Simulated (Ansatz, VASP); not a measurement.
**SiC in VASP and in Ansatz**

File INCAR:

```
SYSTEM = SiC
  AGGAC = 1.0
  AGGAX = 1.0
  ALDAC = 0.0
  ALDAX = 1.0
  ALGO = Normal
  EDIFF = 1E-6
  ENCUT = 520
  GGA = B5
  ISIF = 2
  ISMEAR = -1
  IVDW = 13
  LASPH = .True.
  LCHARG = .False.
  LREAL = .False.
  LWAVE = .False.
  NBANDS = 26
  NELM = 100
  PREC = Accurate
  SIGMA = 0.05
  VDW_A1 = 0.44488865
  VDW_A2 = 4.0933009
  VDW_S6 = 1.0
  VDW_S8 = 2.34076671
```

KPOINTS

```
k-points
0
Gamma
  10 10 3
  0 0 0
```

POSCAR

```
SiC
1.0
    3.0550512851      0.0000000000      0.0000000000
   -1.5275256425      2.6457520228      0.0000000000
    0.0000000000      0.0000000000     10.0030562121
Si C
4 4
Direct
    0.0000000000      0.0000000000      0.1878943800
    0.0000000000      0.0000000000      0.6878943800
    0.3333333333      0.6666666667      0.4378419800
    0.6666666667      0.3333333333      0.9378419800
    0.0000000000      0.0000000000      0.0004600500
    0.0000000000      0.0000000000      0.5004600500
    0.3333333333      0.6666666667      0.2498025900
    0.6666666667      0.3333333333      0.7498025900
```

input.yaml

```yaml
crystal:
  lattice:
    - [3.0550512851, 0.0, 0.0]
    - [-1.5275256425, 2.6457520228, 0.0]
    - [0.0, 0.0, 10.0030562121]
  atoms:
    - { symbol: Si, position: [0.0, 0.0, 0.18789438] }
    - { symbol: Si, position: [0.0, 0.0, 0.68789438] }
    - { symbol: Si, position: [0.3333333333, 0.6666666667, 0.43784198] }
    - { symbol: Si, position: [0.6666666667, 0.3333333333, 0.93784198] }
    - { symbol: C, position: [0.0, 0.0, 0.00046005] }
    - { symbol: C, position: [0.0, 0.0, 0.50046005] }
    - { symbol: C, position: [0.3333333333, 0.6666666667, 0.24980259] }
    - { symbol: C, position: [0.6666666667, 0.3333333333, 0.74980259] }
hamiltonian:
  xc: blyp
  pseudopotentials: { kind: paw }
  dispersion: d4
kpoints:
  mp_grid: { grid: [10, 10, 3] }
scf:
  occupations: { method: fermi_dirac, width: 0.05 }
output:
  forces: true
  stress: true
  eigenvalues: true
```

Alike in both runs: task single point; functional BLYP; dispersion D4; k mesh 10 × 10 × 3; occupations fermi-dirac, width 0.05 eV; no spin polarisation.

|  | VASP | Ansatz |
| --- | --- | --- |
| version | VASP 6.6.1 | Ansatz 0.2.0 |
| potentials or method | VASP PAW PBE potentials, release 64 (Si, C) | Ansatz PAW |
| plane-wave cutoff (eV) | 520 | 420 |
| valence electrons in the cell | 32 | 32 |

|  | VASP | Ansatz | Ansatz less VASP |
| --- | --- | --- | --- |
| gap on the k mesh at the Fermi level (eV) | 2.54 | 2.54 | -0.005 |
| least direct gap on the mesh (eV) | 3.67 | 3.65 | -0.012 |
| pressure (GPa) | 4.8 | 4.2 | -0.63 |
| traceless stress, the component that is largest in VASP (GPa) | 0.06 | 0.05 | -0.016 |
| rms of the force components (eV/Å) | 0.005 | 0.005 | 0.0000 |

VASP's potentials were made for PBE, not for BLYP. Atom by atom the forces differ by 0.001 eV/Å (rms over components).

Noted on Ansatz's run: odd divisions of the mesh miss points on the zone boundary, where band edges often lie, so the gap on the mesh can be too wide.
